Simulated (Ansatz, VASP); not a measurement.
# ZrB2 in VASP and in Ansatz

The input INCAR:

```
PREC = Accurate ; ENCUT = 520
EDIFF = 1E-6 ; ISMEAR = 0
SIGMA = 0.15 ; LREAL = False
LASPH = True ; NELM = 100
ALGO = Normal ; ISIF = 2
LWAVE = False ; LCHARG = False
GGA = CA ; NBANDS = 16
```

Contents of KPOINTS:

```
regular mesh
0
Gamma
  18 18 12
```

File POSCAR:

```
ZrB2
1.0
    3.2139711393      0.0000000000      0.0000000000
   -1.6069855697      2.7833806537      0.0000000000
    0.0000000000      0.0000000000      3.5795948643
Zr B
1 2
Direct
    0.0000000000      0.0000000000      0.0000000000
    0.3333333333      0.6666666667      0.5000000000
    0.6666666667      0.3333333333      0.5000000000
```

Input for Ansatz:

```yaml
crystal:
  lattice:
    - [3.2139711393, 0.0, 0.0]
    - [-1.6069855697, 2.7833806537, 0.0]
    - [0.0, 0.0, 3.5795948643]
  atoms:
    - { symbol: Zr, position: [0.0, 0.0, 0.0] }
    - { symbol: B, position: [0.3333333333, 0.6666666667, 0.5] }
    - { symbol: B, position: [0.6666666667, 0.3333333333, 0.5] }
basis:
  ecutwfc: 520.0
kpoints:
  mp_grid: { grid: [18, 18, 12] }
hamiltonian:
  xc: lda
  pseudopotentials: { kind: paw }
scf:
  occupations: { method: gaussian, width: 0.15 }
output:
  forces: true
  stress: true
  eigenvalues: true
```

Alike in both runs: task single point; functional LDA; k mesh 18 × 18 × 12; occupations gaussian, width 0.15 eV; no spin polarisation.

|  | VASP | Ansatz |
| --- | --- | --- |
| version | VASP 6.6.1 | Ansatz 0.2.0 |
| potentials or method | VASP PAW LDA potentials, release 64 (Zr_sv, B), cutoff 520 eV | scalar-relativistic, plane waves, PAW |
| valence electrons in the cell | 18 | 18 |

Ansatz gave:

| Quantity | Value |
| --- | --- |
| gap on the k mesh at the Fermi level (eV) | none |
| pressure (GPa) | -17.3 |
| traceless stress, the component that is largest in VASP (GPa) | 0.99 |

Problem. Estimate VASP's values.

Solution. gap on the k mesh at the Fermi level (eV): none; pressure (GPa): -16.9; traceless stress, the component that is largest in VASP (GPa): 1.01.

LDA's correlation is that of Perdew and Zunger in VASP and of Perdew and Wang (1992) in Ansatz. A gap of «none» marks a metal or a gap that the smearing closes.
